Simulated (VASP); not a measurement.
# MgH2 (Fm-3m) in VASP: single point with PBEsol

Aim: the single point of MgH2 with PBEsol.

Everything below comes from runs of VASP 6.6.1. Logs are shortened: lines on timing, memory, paths and dates and some standing lists are left out, and cuts for length are marked.

## 1. The cell of the first run

Symmetry: Fm-3m, No. 225, cubic system. Conventional cell: a = 4.762 Å, b = 4.762 Å, c = 4.762 Å, α = 90.00°, β = 90.00°, γ = 90.00°. Mg (site symmetry m-3m) has 8 H at 2.06 Å within 2.7 Å. Within 2.7 Å of H (site symmetry -43m) lie 4 Mg at 2.06 Å and 6 H at 2.38 Å.

## 2. Single point, PBEsol

File INCAR:

```
SYSTEM = MgH2
PREC = Accurate
ENCUT = 520
EDIFF = 1E-6
ISMEAR = 1
SIGMA = 0.1
LREAL = .FALSE.
LASPH = .TRUE.
NELM = 80
ALGO = Normal
ISIF = 2
LWAVE = .FALSE.
LCHARG = .FALSE.
GGA = PS
NBANDS = 9
```

File KPOINTS:

```
Automatic mesh
0
G
  8 8 8
  0 0 0
```

File POSCAR:

```
MgH2
1.0
    0.0000000000      2.3810700000      2.3810700000
    2.3810700000      0.0000000000      2.3810700000
    2.3810700000      2.3810700000      0.0000000000
Mg H
1 2
Direct
    0.0000000000      0.0000000000      0.0000000000
    0.7500000000      0.7500000000      0.7500000000
    0.2500000000      0.2500000000      0.2500000000
```

Potentials or basis: VASP PAW PBE potentials, release 64 (Mg, H).

Run with:

```sh
$ cat potpaw_PBE.64/Mg/POTCAR potpaw_PBE.64/H/POTCAR > POTCAR
$ mpirun -np 1 vasp_std > vasp.out
```

OUTCAR:

```text
SYSTEM = MgH2
   PREC = Accurate
   ENCUT = 520
   EDIFF = 1E-6
   ISMEAR = 1
   LREAL = .FALSE.
   LASPH = .TRUE.
   NELM = 80
   ISIF = 2
   GGA = PS

 ion  position               nearest neighbor table
   1  0.000  0.000  0.000-   2 2.06   2 2.06   3 2.06   3 2.06   2 2.06   2 2.06   3 2.06   3 2.06

   2  0.750  0.750  0.750-   1 2.06   1 2.06   1 2.06   1 2.06
   3  0.250  0.250  0.250-   1 2.06   1 2.06   1 2.06   1 2.06

  LATTYP: Found a face centered cubic cell.
 ALAT       =     4.7621400000

  Lattice vectors:

 A1 = (   0.0000000000,   2.3810700000,   2.3810700000)
 A2 = (   2.3810700000,   0.0000000000,   2.3810700000)
 A3 = (   2.3810700000,   2.3810700000,   0.0000000000)

Analysis of symmetry for initial positions (statically):
=====================================================================
 Subroutine PRICEL returns:
 Original cell was already a primitive cell.

 Routine SETGRP: Setting up the symmetry group for a
 face centered cubic supercell.

 Subroutine GETGRP returns: Found 48 space group operations
 (whereof 48 operations were pure point group operations)
 out of a pool of 48 trial point group operations.

The static configuration has the point symmetry O_h .

Analysis of symmetry for dynamics (positions and initial velocities):
=====================================================================
 Subroutine PRICEL returns:
 Original cell was already a primitive cell.

 Routine SETGRP: Setting up the symmetry group for a
 face centered cubic supercell.

 Subroutine GETGRP returns: Found 48 space group operations
 (whereof 48 operations were pure point group operations)
 out of a pool of 48 trial point group operations.

The dynamic configuration has the point symmetry O_h .

 Subroutine INISYM returns: Found 48 space group operations
 (whereof 48 operations are pure point group operations),
 and found     1 'primitive' translations

----------------------------------------------------------------------------------------

                                     Primitive cell

  volume of cell :      26.9989

  direct lattice vectors                    reciprocal lattice vectors
     0.000000000  2.381070000  2.381070000    -0.209989627  0.209989627  0.209989627
     2.381070000  0.000000000  2.381070000     0.209989627 -0.209989627  0.209989627
     2.381070000  2.381070000  0.000000000     0.209989627  0.209989627 -0.209989627

  length of vectors
     3.367341487  3.367341487  3.367341487     0.363712702  0.363712702  0.363712702

  position of ions in fractional coordinates (direct lattice)
     0.000000000  0.000000000  0.000000000
     0.750000000  0.750000000  0.750000000
     0.250000000  0.250000000  0.250000000

  ion indices of the primitive-cell ions
   primitive index   ion index
                 1           1
                 2           2
                 3           3

----------------------------------------------------------------------------------------

 KPOINTS: Automatic mesh

Automatic generation of k-mesh.
 Grid dimensions read from file:
 generate k-points for:    8    8    8

 Generating k-lattice:

  Cartesian coordinates                     Fractional coordinates (reciprocal lattice)
    -0.026248703  0.026248703  0.026248703     0.125000000  0.000000000  0.000000000
     0.026248703 -0.026248703  0.026248703     0.000000000  0.125000000  0.000000000
     0.026248703  0.026248703 -0.026248703     0.000000000  0.000000000  0.125000000

  Length of vectors
     0.045464088  0.045464088  0.045464088

  Shift w.r.t. Gamma in fractional coordinates (k-lattice)
     0.000000000  0.000000000  0.000000000

 Subroutine IBZKPT returns following result:
 ===========================================

 Found     29 irreducible k-points:

 Following reciprocal coordinates:
            Coordinates               Weight
  0.000000  0.000000  0.000000      1.000000
  0.125000  0.000000  0.000000      8.000000
  0.250000  0.000000  0.000000      8.000000
  0.375000  0.000000  0.000000      8.000000
  0.500000  0.000000  0.000000      4.000000
  0.125000  0.125000  0.000000      6.000000
[... 16 lines left out ...]
  0.500000  0.250000  0.125000     48.000000
 -0.375000  0.250000  0.125000     24.000000
 [... further k-points ...]
   k-points           NKPTS =     29   k-points in BZ     NKDIM =     29   number of bands    NBANDS=      9
   number of dos      NEDOS =    301   number of ions     NIONS =      3
   total plane-waves  NPLWV =  21952
   dimension x,y,z NGX =    28 NGY =   28 NGZ =   28
   dimension x,y,z NGXF=    56 NGYF=   56 NGZF=   56
   ions per type =               1   2
   NGX,Y,Z   is equivalent  to a cutoff of  13.82, 13.82, 13.82 a.u.
   NGXF,Y,Z  is equivalent  to a cutoff of  27.65, 27.65, 27.65 a.u.
 SYSTEM =  MgH2
   PREC   = accura    normal or accurate (medium, high low for compatibility)
   ISTART =      0    job   : 0-new  1-cont  2-samecut
   ICHARG =      2    charge: 1-file 2-atom 10-const
   ISPIN  =      1    spin polarized calculation?
   LNONCOLLINEAR =      F non collinear calculations
   LSORBIT =      F    spin-orbit coupling
   LASPH  =      T    aspherical Exc in radial PAW
   ENCUT  =  520.0 eV  38.22 Ry    6.18 a.u.   6.26  6.26  6.26*2*pi/ulx,y,z
   NELM   =     80;   NELMIN=  2; NELMDL= -5     # of ELM steps
   EDIFF  = 0.1E-05   stopping-criterion for ELM
   LREAL  =      F    real-space projection
[... 7 lines left out ...]
   TEBEG  =    0.0;   TEEND  =   0.0 temperature during run
   PSTRESS=    0.0 pullay stress
   NELECT =       4.0000    total number of electrons
   NUPDOWN=      -1.0000    fix difference up-down
   EMIN   =  10.00;   EMAX   =-10.00  energy-range for DOS
   EFERMI =   0.00;   METHOD = LEGACY
   ISMEAR =     1;   SIGMA  =   0.10  broadening in eV -4-tet -1-fermi 0-gaus
   EFERMI_NEDOS =   21; number of points for ismear=-14 and -15
   IALGO  =     38    algorithm
   IMIX   =      4    mixing-type and parameters
     AMIX     =   0.40;   BMIX     =  1.00
     AMIX_MAG =   1.60;   BMIX_MAG =  1.00
  volume/ion in A,a.u.               =       9.00        60.73
  Fermi-wavevector in a.u.,A,eV,Ry     =   0.866255  1.636986 10.209792  0.750399
  Thomas-Fermi vector in A             =   1.984618
   LORBIT       =      0    0 simple, 1 ext, 2 COOP (PROOUT), +10 PAW based schemes
   GGA     = PS    functional components
   LHFCALC =     F    Hartree Fock is set to
   AEXX    =    0.0000 exact exchange contribution
   IVDW    =     0    specifies the selected vdW correction
   LEPSILON=     F    determine dielectric tensor
   LRPA    =     F    only Hartree local field effects (RPA)
 non-spin polarized calculation
 Methfessel and Paxton  Order N= 1 SIGMA  =   0.10
  energy-cutoff  :      520.00
  volume of cell :       27.00
 maximum number of plane-waves:       740
 NGX is ok and might be reduce to    28
   NGX = 13   NGY = 13   NGZ = 13

 number of electron       4.0000000 magnetization

 Free energy of the ion-electron system (eV)
  ---------------------------------------------------
  ext. energy  EPLUGINS =         0.00000000
  ---------------------------------------------------
  free energy    TOTEN  =        -8.59948174 eV

  energy without entropy =       -8.59964088  energy(sigma->0) =       -8.59953479

 E-fermi :   2.8702     XC(G=0):  -9.1150

 val. band max:        2.7854350582   @ k =  -0.3750   0.5000   0.1250
 cond. band min:       3.1325405293   @ k =   0.5000   0.3750   0.0000
 fundamental gap:      0.3471054711
 Fermi energy:         2.8702447700

 k-point     1 :       0.0000    0.0000    0.0000
  band No.  band energies     occupation
      1      -7.0995      2.00000
      2       3.9559     -0.00000
      3      12.1158      0.00000
      4      12.1158      0.00000
      5      12.1158      0.00000
      6      14.6468      0.00000
      7      14.6468      0.00000
      8      14.6468      0.00000
      9      15.4882      0.00000

 k-point     2 :       0.1250    0.0000    0.0000
  band No.  band energies     occupation
      1      -6.8130      2.00000
      2       3.2907     -0.00000
      3      10.9280      0.00000
      4      11.7419      0.00000
      5      11.7419      0.00000
      6      14.3422      0.00000
      7      15.4773      0.00000
      8      15.4773      0.00000
      9      16.1985      0.00000

 k-point     3 :       0.2500    0.0000    0.0000
  band No.  band energies     occupation
      1      -5.9654      2.00000
      2       1.5585      2.00000
      3       9.7681      0.00000
      4      11.3334      0.00000
      5      11.3334      0.00000
      6      12.5246      0.00000
      7      14.4452      0.00000
      8      14.4452      0.00000
      9      17.7131      0.00000

 k-point     4 :       0.3750    0.0000    0.0000
  band No.  band energies     occupation
      1      -4.5941      2.00000
      2      -0.6306      2.00000
      3       9.4116      0.00000
      4      10.9815      0.00000
      5      11.3367      0.00000
      6      11.3367      0.00000
      7      12.8860      0.00000
      8      12.8860      0.00000
      9      20.3307      0.00000

 k-point     5 :       0.5000    0.0000    0.0000
  band No.  band energies     occupation
      1      -2.8103      2.00000
      2      -2.7312      2.00000
      3       9.5915      0.00000
      4      10.1632      0.00000
      5      11.7777      0.00000
      6      11.7777      0.00000
      7      11.9167      0.00000
      8      11.9167      0.00000
      9      22.4558      0.00000

 k-point     6 :       0.1250    0.1250    0.0000
  band No.  band energies     occupation
      1      -6.7185      2.00000
      2       3.2011     -0.00003
      3      10.5749      0.00000
      4      10.5749      0.00000
      5      12.7902      0.00000
      6      13.6486      0.00000
      7      13.6927      0.00000
      8      16.8214      0.00000
      9      16.8218      0.00000
[... 169 lines left out ...]
 k-point    21 :       0.5000    0.5000    0.0000
  band No.  band energies     occupation
      1      -2.7980      2.00000
      2       0.6219      2.00000
      3       2.3848      2.00000
      4       7.4814      0.00000
      5       7.4814      0.00000
      6      10.6658      0.00000
      7      19.6698      0.00000
      8      23.1344      0.00000
      9      23.1344      0.00000

 k-point    22 :       0.3750    0.2500    0.1250
  band No.  band energies     occupation
      1      -5.2414      2.00000
      2       1.0884      2.00000
      3       7.3245      0.00000
      4       8.5753      0.00000
      5      10.3944      0.00000
      6      14.0561      0.00000
      7      14.7410      0.00000
      8      16.0113      0.00000
      9      19.2459      0.00000

 k-point    23 :       0.5000    0.2500    0.1250
  band No.  band energies     occupation
      1      -3.9321      2.00000
      2      -0.4416      2.00000
      3       6.1323      0.00000
      4       7.0926      0.00000
      5      11.0078      0.00000
      6      12.8748      0.00000
      7      15.8200      0.00000
      8      17.2687      0.00000
      9      18.5581      0.00000

 k-point    24 :      -0.3750    0.2500    0.1250
  band No.  band energies     occupation
      1      -2.2695      2.00000
      2      -2.2311      2.00000
      3       5.9051      0.00000
      4       6.4487      0.00000
      5      11.7270      0.00000
      6      11.7680      0.00000
      7      17.1017      0.00000
      8      17.4253      0.00000
      9      18.9077      0.00000

 [... further k-points ...]
[... 5 lines left out ...]
  --------------------------------------------------------------------------------------
  -------------------------------------------------------------------------------------
  Total       -0.2882320     -0.2882320     -0.2882320      0.0000000     -0.0000000      0.0000000
  in kB      -17.1043377    -17.1043377    -17.1043377      0.0000000     -0.0000000      0.0000000
  external PRESSURE =     -17.1043377 kB  Pullay stress =       0.0000000 kB

 VOLUME and BASIS-vectors are now :
 -----------------------------------------------------------------------------
  energy-cutoff  :      520.00
  volume of cell :       27.00
      direct lattice vectors                 reciprocal lattice vectors
     0.000000000  2.381070000  2.381070000    -0.209989627  0.209989627  0.209989627
     2.381070000  0.000000000  2.381070000     0.209989627 -0.209989627  0.209989627
     2.381070000  2.381070000  0.000000000     0.209989627  0.209989627 -0.209989627

 POSITION                                       TOTAL-FORCE (eV/Angst)
 -----------------------------------------------------------------------------------
      0.00000      0.00000      0.00000         0.000000     -0.000000     -0.000000
      3.57160      3.57160      3.57160        -0.000000     -0.000000     -0.000000
      1.19053      1.19053      1.19053         0.000000      0.000000      0.000000
 -----------------------------------------------------------------------------------
    total drift:                                0.000000      0.000000      0.000000

  FREE ENERGIE OF THE ION-ELECTRON SYSTEM (eV)
  ---------------------------------------------------
  free  energy   TOTEN  =        -8.5994817358 eV

  energy  without entropy=       -8.5996408844  energy(sigma->0) =       -8.59953479
```

Wall time 7.8 s (1 thread of Intel Xeon 6975P-C, shared host); peak memory 0.15 GiB.

Results:

```
Free energy            : -8.5995 eV
Pressure               : -1.7 GPa
Band gap on the k mesh : zero (band 2 reaches 3.96 eV, above the bottom of band 3 at 2.38 eV)
```

Levels at points of the mesh, in eV from the Fermi level:
```tsv
k point	band 1	band 2	band 3	band 4	band 5
(0.00, 0.00, 0.00)	-9.97	1.09	9.25	9.25	9.25
(0.50, 0.00, 0.00)	-5.68	-5.60	6.72	7.29	8.91
(0.50, 0.50, 0.00)	-5.67	-2.25	-0.49	4.61	4.61
```

Caveat: the PAW data sets were made with another functional, which shifts forces and pressure a little.
